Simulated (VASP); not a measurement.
# PtS2: single point with PBEsol

PtS2:

```
CELL_PARAMETERS angstrom
3.63178 0.00000 0.00000
-1.81589 3.14521 0.00000
0.00000 0.00000 4.91283
ATOMIC_POSITIONS crystal
Pt 0.00000 0.00000 0.00000
S 0.33333 0.66667 0.25000
S 0.66667 0.33333 0.75000
```

This cell differs from its parent crystal: strain +0.025 along x and y, -0.025 along z.

```json
{
 "Program": "VASP 6.6.1",
 "Task": "single point",
 "Functional": "PBEsol",
 "Potentials or basis": "VASP PAW PBE potentials, release 64 (Pt, S)",
 "Cutoff": "520 eV",
 "k mesh": "12 × 12 × 8",
 "Occupations": "gaussian, width 0.05 eV",
 "Spin": "no spin polarisation",
 "Dipole correction": "no",
 "Further INCAR settings": "ALGO = Normal; EDIFF = 1e-06; NBANDS = 18"
}
```

The pressure is -7.8 GPa, the largest force is 0.717 eV/Å and the band gap on the k mesh is 0.26 eV, indirect (least direct gap 0.62 eV).

Forces in eV/Å, atoms in the order of the input:
```
Pt   0.000  0.000  0.000
S    0.000  0.000 -0.717
S    0.000  0.000  0.717
```

Stress tensor (GPa, compression positive):
```
-8.68  0.00  0.00
 0.00 -8.68  0.00
 0.00  0.00 -5.93
```

Levels at points of the mesh, in eV from the valence-band top:
```tsv
k point	band 8	band 9	band 10	band 11	band 12	band 13	band 14	band 15
(0.00, 0.00, 0.00)	-2.21	-1.34	-1.34	0.00	1.45	1.45	4.03	4.62
(0.50, 0.00, 0.00)	-3.51	-3.22	-3.14	-2.69	0.93	2.19	5.05	6.21
(0.00, 0.00, 0.50)	-2.89	-1.70	-1.70	-1.42	2.19	2.19	5.25	6.43
(0.50, 0.00, 0.50)	-3.23	-2.91	-2.90	-1.45	1.08	1.61	4.79	5.05
```

Wall time 67 s on 1 thread of Intel(R) Xeon(R) Platinum 8488C (Sapphire Rapids), on a shared host, peak memory 0.27 GiB.

Caveat: the cell differs from its parent crystal (strain +0.025 along x and y, -0.025 along z); the PAW data sets were made with another functional, which shifts forces and pressure a little; spin-orbit coupling is left out, which moves the levels of the heavy elements. A k mesh can miss the band edges.
